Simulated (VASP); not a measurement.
# Nb32H (a cell with a defect) in VASP: notebook, part 2 of 2

VASP 6.6.1. Earlier steps stand in the parts before.

## 3. Relaxation of the atoms, PBE

Input file INCAR:

```
SYSTEM = Nb32H
PREC = Accurate
ENCUT = 520
EDIFF = 1E-6
ISMEAR = 1
SIGMA = 0.1
LREAL = Auto
LASPH = .TRUE.
NELM = 80
ALGO = Normal
ISIF = 2
LWAVE = .FALSE.
LCHARG = .FALSE.
GGA = PE
IBRION = 2
NSW = 90
EDIFFG = -0.02
```

Input file KPOINTS:

```
Automatic mesh
0
G
  1 1 1
  0 0 0
```

Input file POSCAR:

```
Nb32H
1.0
    0.0000000000      6.6171497900      6.6171497900
    6.6171497900      0.0000000000      6.6171497900
    6.6171497900      6.6171497900      0.0000000000
Nb H
32 1
Direct
    0.0000000000      0.0000000000      0.0000000000
    0.1250000000      0.1250000000      0.1250000000
    0.2500000000      0.2500000000      0.2500000000
    0.3750000000      0.3750000000      0.3750000000
    0.0000000000      0.0000000000      0.5000000000
    0.1250000000      0.1250000000      0.6250000000
    0.2500000000      0.2500000000      0.7500000000
    0.3750000000      0.3750000000      0.8750000000
    0.0000000000      0.5000000000      0.0000000000
    0.1250000000      0.6250000000      0.1250000000
    0.2500000000      0.7500000000      0.2500000000
    0.3750000000      0.8750000000      0.3750000000
    0.0000000000      0.5000000000      0.5000000000
    0.1250000000      0.6250000000      0.6250000000
    0.2500000000      0.7500000000      0.7500000000
    0.3750000000      0.8750000000      0.8750000000
    0.5000000000      0.0000000000      0.0000000000
    0.6250000000      0.1250000000      0.1250000000
    0.7500000000      0.2500000000      0.2500000000
    0.8750000000      0.3750000000      0.3750000000
    0.5000000000      0.0000000000      0.5000000000
    0.6250000000      0.1250000000      0.6250000000
    0.7500000000      0.2500000000      0.7500000000
    0.8750000000      0.3750000000      0.8750000000
    0.5000000000      0.5000000000      0.0000000000
    0.6250000000      0.6250000000      0.1250000000
    0.7500000000      0.7500000000      0.2500000000
    0.8750000000      0.8750000000      0.3750000000
    0.5000000000      0.5000000000      0.5000000000
    0.6250000000      0.6250000000      0.6250000000
    0.7500000000      0.7500000000      0.7500000000
    0.8750000000      0.8750000000      0.8750000000
    0.3125000000      0.4375000000      0.5625000000
```

Potentials or basis: VASP PAW PBE potentials, release 64 (Nb_sv, H).

The run is started by

```
$ cat potpaw_PBE.64/Nb_sv/POTCAR potpaw_PBE.64/H/POTCAR > POTCAR
$ mpirun -np 1 vasp_gam > vasp.out
```

OUTCAR:

```text
SYSTEM = Nb32H
   PREC = Accurate
   ENCUT = 520
   EDIFF = 1E-6
   ISMEAR = 1
   LREAL = Auto
   LASPH = .TRUE.
   NELM = 80
   ISIF = 2
   GGA = PE
   IBRION = 2
   NSW = 90
   EDIFFG = -0.02

 ion  position               nearest neighbor table
   1  0.000  0.000  0.000-   2 2.87   6 2.87  10 2.87  16 2.87  18 2.87  24 2.87  28 2.87  32 2.87

   2  0.125  0.125  0.125-   1 2.87   3 2.87   5 2.87   7 2.87   9 2.87  11 2.87  17 2.87  19 2.87

   3  0.250  0.250  0.250-   2 2.87   4 2.87   6 2.87   8 2.87  10 2.87  12 2.87  18 2.87  20 2.87
[... 55 lines left out ...]
  31  0.750  0.750  0.750-  14 2.87  16 2.87  22 2.87  24 2.87  26 2.87  28 2.87  30 2.87  32 2.87

  32  0.875  0.875  0.875-   1 2.87   5 2.87   9 2.87  15 2.87  17 2.87  23 2.87  27 2.87  31 2.87

  33  0.312  0.438  0.562-   4 1.85   7 1.85  14 1.85  29 1.85

  LATTYP: Found a face centered cubic cell.
 ALAT       =    13.2342995800

  Lattice vectors:

 A1 = (   0.0000000000,   6.6171497900,   6.6171497900)
 A2 = (   6.6171497900,   0.0000000000,   6.6171497900)
 A3 = (   6.6171497900,   6.6171497900,   0.0000000000)

Analysis of symmetry for initial positions (statically):
=====================================================================
 Subroutine PRICEL returns:
 Original cell was already a primitive cell.

 Routine SETGRP: Setting up the symmetry group for a
 face centered cubic supercell.

 Subroutine GETGRP returns: Found  8 space group operations
 (whereof  2 operations were pure point group operations)
 out of a pool of 48 trial point group operations.

The static configuration has the point symmetry C_1h.
 The point group associated with its full space group is D_2d.

Analysis of symmetry for dynamics (positions and initial velocities):
=====================================================================
 Subroutine PRICEL returns:
 Original cell was already a primitive cell.

 Routine SETGRP: Setting up the symmetry group for a
[... 171 lines left out ...]
   LHFCALC =     F    Hartree Fock is set to
   AEXX    =    0.0000 exact exchange contribution
   IVDW    =     0    specifies the selected vdW correction
   LEPSILON=     F    determine dielectric tensor
   LRPA    =     F    only Hartree local field effects (RPA)
 conjugate gradient relaxation of ions
 non-spin polarized calculation
 Methfessel and Paxton  Order N= 1 SIGMA  =   0.10
  energy-cutoff  :      520.00
  volume of cell :      579.49
 maximum number of plane-waves:      7797
 NGX is ok and might be reduce to    70
   NGX = 35   NGY = 35   NGZ = 35

--------------------------------------- Ionic step        1  -------------------------------------------

 number of electron     416.9999993 magnetization

 Free energy of the ion-electron system (eV)
  ---------------------------------------------------
  ext. energy  EPLUGINS =         0.00000000
  ---------------------------------------------------
  free energy    TOTEN  =      -345.93259192 eV

  energy without entropy =     -346.04388186  energy(sigma->0) =     -345.96968857

------------------------ aborting loop because EDIFF is reached ----------------------------------------

  FORCE on cell =-STRESS in cart. coord.  units (eV):
  Direction    XX          YY          ZZ          XY          YZ          ZX
  --------------------------------------------------------------------------------------
  -------------------------------------------------------------------------------------
  Total      -17.9582010    -18.5776243    -17.9582010      0.0000000      0.0000000      0.0000000
  in kB      -49.6512878    -51.3638851    -49.6512878      0.0000000      0.0000000      0.0000000
  external PRESSURE =     -50.2221536 kB  Pullay stress =       0.0000000 kB
[... 523 lines left out ...]
--------------------------------------- Ionic step        9  -------------------------------------------

 number of electron     416.9999998 magnetization

 Free energy of the ion-electron system (eV)
  ---------------------------------------------------
  ext. energy  EPLUGINS =         0.00000000
  ---------------------------------------------------
  free energy    TOTEN  =      -346.17605878 eV

  energy without entropy =     -346.30088210  energy(sigma->0) =     -346.21766655

 E-fermi :  10.1413     XC(G=0): -12.4967

 val. band max:       10.1282345742   @ k =   0.0000   0.0000   0.0000
 cond. band min:      11.4420095546   @ k =   0.0000   0.0000   0.0000
 fundamental gap:      1.3137749805
 Fermi energy:        10.1412775624

 k-point     1 :       0.0000    0.0000    0.0000
  band No.  band energies     occupation
      1     -43.3461      2.00000
      2     -43.2444      2.00000
      3     -43.2444      2.00000
      4     -43.2201      2.00000
      5     -43.2193      2.00000
      6     -43.1634      2.00000
[... 212 lines left out ...]
    219      12.0320     -0.00000
    220      12.0525     -0.00000
 [bands above 220 left out]

------------------------ aborting loop because EDIFF is reached ----------------------------------------

  FORCE on cell =-STRESS in cart. coord.  units (eV):
  Direction    XX          YY          ZZ          XY          YZ          ZX
  --------------------------------------------------------------------------------------
  -------------------------------------------------------------------------------------
  Total      -19.3168233    -16.0600658    -19.3168233      0.0000000      0.0000000      0.0000000
  in kB      -53.4076411    -44.4032758    -53.4076411      0.0000000      0.0000000      0.0000000
  external PRESSURE =     -50.4061860 kB  Pullay stress =       0.0000000 kB
[... 48 lines left out ...]
  FREE ENERGIE OF THE ION-ELECTRON SYSTEM (eV)
  ---------------------------------------------------
  free  energy   TOTEN  =      -346.1760587752 eV

  energy  without entropy=     -346.3008821016  energy(sigma->0) =     -346.21766655

 reached required accuracy - stopping structural energy minimisation
```

OSZICAR:

```text
N       E                     dE             d eps       ncg     rms          rms(c)
DAV:   1     0.949477624136E+04    0.94948E+04   -0.23957E+05   500   0.187E+03
DAV:   2     0.858044398021E+03   -0.86367E+04   -0.83799E+04   574   0.869E+02
DAV:   3    -0.197628619500E+03   -0.10557E+04   -0.96205E+03   760   0.275E+02
[... 88 lines left out ...]
DAV:   3    -0.346176089622E+03   -0.10955E-03   -0.16186E-03   886   0.108E-01    0.514E-02
DAV:   4    -0.346176073169E+03    0.16453E-04   -0.10133E-04   752   0.351E-02    0.393E-02
DAV:   5    -0.346176059210E+03    0.13959E-04   -0.70518E-05   720   0.366E-02    0.114E-02
DAV:   6    -0.346176059142E+03    0.68161E-07   -0.26949E-05   832   0.174E-02    0.580E-03
DAV:   7    -0.346176058775E+03    0.36701E-06   -0.34942E-06   440   0.750E-03
   9 F= -.34617606E+03 E0= -.34621767E+03  d E =-.170028E-02
```

CONTCAR:

```text
Nb32H
   1.00000000000000
     0.0000000000000000    6.6171497900000000    6.6171497900000000
     6.6171497900000000    0.0000000000000000    6.6171497900000000
     6.6171497900000000    6.6171497900000000    0.0000000000000000
  Nb              H
    32     1
Direct
     0.9975421598344194    0.9995351728741747    0.0004648271258253
     0.1258256059274188    0.1252696141315348    0.1254072757358147
     0.2484975042052316    0.2508256059274189    0.2502696141315348
     0.3777890793426682    0.3722109206573318    0.3670166935025851
     0.0002696141315348    0.0004072757358147    0.4984975042052316
     0.1249988573656949    0.1253265013458014    0.6254010677257629
[... 25 lines left out ...]
     0.8745351728741747    0.8754648271258253    0.8774578401655806
     0.3125000000000000    0.4375000000000000    0.5625000000000000

  0.00000000E+00  0.00000000E+00  0.00000000E+00
  0.00000000E+00  0.00000000E+00  0.00000000E+00
  0.00000000E+00  0.00000000E+00  0.00000000E+00
  0.00000000E+00  0.00000000E+00  0.00000000E+00
  0.00000000E+00  0.00000000E+00  0.00000000E+00
  0.00000000E+00  0.00000000E+00  0.00000000E+00
[... 25 lines left out ...]
  0.00000000E+00  0.00000000E+00  0.00000000E+00
  0.00000000E+00  0.00000000E+00  0.00000000E+00
```

It took 37 min on 1 thread of Oxide Virtual Turin-like, shared host; peak memory 0.76 GiB.

Results:

| Property | Result |
| --- | --- |
| Free energy | -346.1761 eV |
| Energy gained by relaxing | 7.4 meV/atom |
| Ionic steps | 9 |
| Pressure after relaxing | -5.0 GPa |
| Largest force after relaxing | 0.016 eV/Å |
| Band gap on the k mesh | zero (an odd number of electrons rules out a gap without spin polarisation) |

Forces on the atoms (eV/Å):
```
Nb   0.000  0.005  0.011
Nb   0.010  0.004 -0.001
Nb  -0.001 -0.004 -0.010
Nb   0.016 -0.005  0.000
Nb   0.001 -0.004  0.010
Nb   0.002  0.012 -0.005
Nb   0.000  0.005  0.016
Nb   0.001  0.011  0.000
Nb   0.005 -0.012  0.002
Nb   0.005  0.009  0.000
Nb   0.000 -0.011  0.001
Nb  -0.002  0.012  0.005
Nb   0.000 -0.011 -0.001
Nb  -0.016 -0.005  0.000
Nb   0.005 -0.012 -0.002
Nb  -0.010  0.004 -0.001
Nb   0.000 -0.009  0.005
Nb   0.011 -0.005  0.000
Nb  -0.005 -0.012 -0.002
Nb  -0.010  0.004  0.001
Nb  -0.005 -0.012  0.002
Nb  -0.001  0.011  0.000
Nb   0.000 -0.009 -0.005
Nb  -0.002  0.012 -0.005
Nb  -0.001 -0.004  0.010
Nb   0.002  0.012  0.005
Nb   0.000  0.005 -0.011
Nb  -0.005  0.009  0.000
Nb   0.000  0.005 -0.016
Nb   0.010  0.004  0.001
Nb   0.001 -0.004 -0.010
Nb  -0.011 -0.005  0.000
H    0.000  0.000  0.000
```

The path:
```tsv
step	energy change (eV)	largest force (eV/Å)	pressure (GPa)
1	0.0000	1.2577	-5.02
2	-0.1871	0.3806	-5.14
3	-0.1948	0.4610	-5.13
4	-0.2354	0.1897	-5.06
5	-0.2354	0.1964	-5.06
6	-0.2418	0.0615	-5.04
7	-0.2418	0.0613	-5.04
8	-0.2431	0.0316	-5.04
9	-0.2435	0.0164	-5.04
```

Final structure:
```yaml
crystal:
  lattice:
    - [0.00000, 6.61715, 6.61715]
    - [6.61715, 0.00000, 6.61715]
    - [6.61715, 6.61715, 0.00000]
  atoms:
    - { symbol: Nb, position: [0.99754, 0.99954, 0.00046] }
    - { symbol: Nb, position: [0.12583, 0.12527, 0.12541] }
    - { symbol: Nb, position: [0.24850, 0.25083, 0.25027] }
    - { symbol: Nb, position: [0.37779, 0.37221, 0.36702] }
    - { symbol: Nb, position: [0.00027, 0.00041, 0.49850] }
    - { symbol: Nb, position: [0.12500, 0.12533, 0.62540] }
    - { symbol: Nb, position: [0.24721, 0.24202, 0.75798] }
    - { symbol: Nb, position: [0.37568, 0.37432, 0.87838] }
    - { symbol: Nb, position: [0.00033, 0.50040, 0.99927] }
    - { symbol: Nb, position: [0.12372, 0.62628, 0.12501] }
    - { symbol: Nb, position: [0.24932, 0.75338, 0.24662] }
    - { symbol: Nb, position: [0.37540, 0.87427, 0.37500] }
    - { symbol: Nb, position: [0.99662, 0.50068, 0.49932] }
    - { symbol: Nb, position: [0.11702, 0.63298, 0.62779] }
    - { symbol: Nb, position: [0.24960, 0.74967, 0.75000] }
    - { symbol: Nb, position: [0.37650, 0.87459, 0.87473] }
    - { symbol: Nb, position: [0.50128, 0.00001, 0.99999] }
    - { symbol: Nb, position: [0.62746, 0.12254, 0.12454] }
    - { symbol: Nb, position: [0.74927, 0.25000, 0.25033] }
    - { symbol: Nb, position: [0.87541, 0.37350, 0.37583] }
    - { symbol: Nb, position: [0.50000, 0.00073, 0.49960] }
    - { symbol: Nb, position: [0.62838, 0.12162, 0.62568] }
    - { symbol: Nb, position: [0.74999, 0.24872, 0.75128] }
    - { symbol: Nb, position: [0.87573, 0.37460, 0.87467] }
    - { symbol: Nb, position: [0.49917, 0.50150, 0.99959] }
    - { symbol: Nb, position: [0.62467, 0.62500, 0.12573] }
    - { symbol: Nb, position: [0.75046, 0.75246, 0.24754] }
    - { symbol: Nb, position: [0.87501, 0.87499, 0.37372] }
    - { symbol: Nb, position: [0.50798, 0.50279, 0.49721] }
    - { symbol: Nb, position: [0.62473, 0.62417, 0.62650] }
    - { symbol: Nb, position: [0.74959, 0.74973, 0.74917] }
    - { symbol: Nb, position: [0.87454, 0.87546, 0.87746] }
    - { symbol: H, position: [0.31250, 0.43750, 0.56250] }
```

Caveat: the k points lie up to 0.82 Å⁻¹ apart, too coarse for converged energies and pressures of a metal.
